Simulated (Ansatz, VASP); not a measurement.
**HSe12: VASP beside Ansatz**

```
Se H
1.0
     8.45467    0.00000    0.00000
    -4.22734    6.90577    0.05569
     0.00000    0.04142    5.12562
Se H
12 1
Direct
  0.10649 0.00000 0.16667
  0.11575 0.50289 0.16581
  0.63665 0.00000 0.16667
  0.61287 0.49711 0.16752
  0.99105 0.12700 0.83420
  0.98557 0.61668 0.83703
  0.49631 0.12351 0.84052
  0.49909 0.63141 0.82829
  0.36889 0.38332 0.49630
  0.37279 0.87649 0.49281
  0.86768 0.36859 0.50504
  0.86405 0.87300 0.49914
  0.27726 0.00000 0.66667
```

Alike in both runs: functional PBE; dispersion D3(BJ); k mesh 4 × 4 × 6; occupations gaussian, width 0.1 eV; no spin polarisation.

Ansatz relaxed the structure, and its values are those at the end. VASP's run is a single point on that final structure, the one shown.

|  | VASP | Ansatz |
| --- | --- | --- |
| version | VASP 6.6.1 | Ansatz 0.2.0 |
| potentials or method | VASP PAW PBE potentials, release 64 (Se, H), cutoff 520 eV | scalar-relativistic, plane waves, PAW |
| valence electrons in the cell | 73 | 193 |

```tsv
	VASP	Ansatz	Ansatz less VASP
gap on the k mesh at the Fermi level (eV)	none	none	-
pressure (GPa)	0.1	0.0	-0.09
rms of the force components (eV/Å)	0.010	0.003	-0.0071
```

A gap of «none» marks a metal or a gap that the smearing closes. VASP's potentials hold 73 valence electrons a cell and Ansatz's 193, so a difference there can come from the potentials and not from the codes.
